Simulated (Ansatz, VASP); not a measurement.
## Two plane-wave programs on CaO

```
Ca O
1.0
     0.00000    2.44900    2.44900
     2.44900    0.00000    2.44900
     2.44900    2.44900    0.00000
Ca O
1 1
Direct
  0.10208 0.89792 0.89792
  0.50000 0.50000 0.50000
```

Change from the starting cell: all Ca atoms moved -0.500 Å, as atom 1 along Cartesian [1 0 0].

Alike in both runs: task single point; functional r2SCAN; k mesh 8 × 8 × 8; occupations gaussian, width 0.05 eV; no spin polarisation.

|  | VASP | Ansatz |
| --- | --- | --- |
| version | VASP 6.6.1 | Ansatz 0.2.0 |
| potentials or method | VASP PAW PBE potentials, release 64 (Ca_sv, O), cutoff 520 eV | scalar-relativistic, plane waves, PAW |
| valence electrons in the cell | 16 | 16 |

|  | VASP | Ansatz | Ansatz less VASP |
| --- | --- | --- | --- |
| gap on the k mesh at the Fermi level (eV) | 4.62 | 4.64 | +0.017 |
| least direct gap on the mesh (eV) | 4.81 | 4.82 | +0.014 |
| pressure (GPa) | 6.8 | 5.6 | -1.16 |
| traceless stress, the component that is largest in VASP (GPa) | 25.38 | 24.03 | -1.353 |
| rms of the force components (eV/Å) | 2.163 | 2.038 | -0.1253 |

VASP's potentials were made for PBE, not for r2SCAN. Atom by atom the forces differ by 0.125 eV/Å (rms over components).
